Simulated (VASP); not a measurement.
Here is a VASP 6.6.1 calculation.

The input POSCAR:

```
BaZrO3
1.0
    4.2053549142      0.0000000000      0.0000000000
    0.0000000000      4.2053549142      0.0000000000
    0.0000000000      0.0000000000      4.2053549142
Ba Zr O
1 1 3
Direct
    0.0000000000      0.0000000000      0.0000000000
    0.5000000000      0.5000000000      0.5000000000
    0.5000000000      0.5000000000      0.0000000000
    0.5000000000      0.0000000000      0.5000000000
    0.0000000000      0.5000000000      0.5000000000
```

INCAR.step1

```
PREC = Accurate
ENCUT = 520
ISMEAR = 0
SIGMA = 0.01
LREAL = False
LASPH = True
NELM = 150
MAGMOM = 0 0 0 0 0 0 0 0 0 0 0 0 0 0 0
LSORBIT = True
GGA_COMPAT = False
LMAXMIX = 4
NBANDS = 55
GGA = PE
ALGO = Normal
EDIFF = 1E-4
LWAVE = True
LCHARG = False
```

INCAR.step2

```
PREC = Accurate
ENCUT = 520
EDIFF = 1E-7
ISMEAR = 0
SIGMA = 0.01
LREAL = False
LASPH = True
NELM = 150
ALGO = Normal
ISIF = 2
LWAVE = False
LCHARG = False
MAGMOM = 0 0 0 0 0 0 0 0 0 0 0 0 0 0 0
LORBIT = 11
LSORBIT = True
GGA_COMPAT = False
LORBMOM = True
LMAXMIX = 4
METAGGA = R2SCAN
LMIXTAU = True
NBANDS = 55
ISTART = 1
```

File KPOINTS:

```
regular mesh
0
Gamma
  6 6 6
```

Potentials or basis: VASP PAW PBE potentials, release 64 (Ba_sv, Zr_sv, O).

Run with:

```sh
$ cat potpaw_PBE.64/Ba_sv/POTCAR potpaw_PBE.64/Zr_sv/POTCAR potpaw_PBE.64/O/POTCAR > POTCAR
$ cp INCAR.step1 INCAR
$ mpirun -np 1 vasp_ncl > vasp.out
$ cp INCAR.step2 INCAR
$ mpirun -np 1 vasp_ncl > vasp.out
```

Q: Predict the pressure.

A: 1.0 GPa.

Q: What does it give for the net moment?

A: 0.00 μB per cell.

Moments on the atoms (μB; x, y, z):
```
Ba  0.00 0.00 0.00
Zr  0.00 0.00 0.00
O   0.00 0.00 0.00
O   0.00 0.00 0.00
O   0.00 0.00 0.00
```

Caveat: the PAW data sets were made with another functional, which shifts forces and pressure a little.
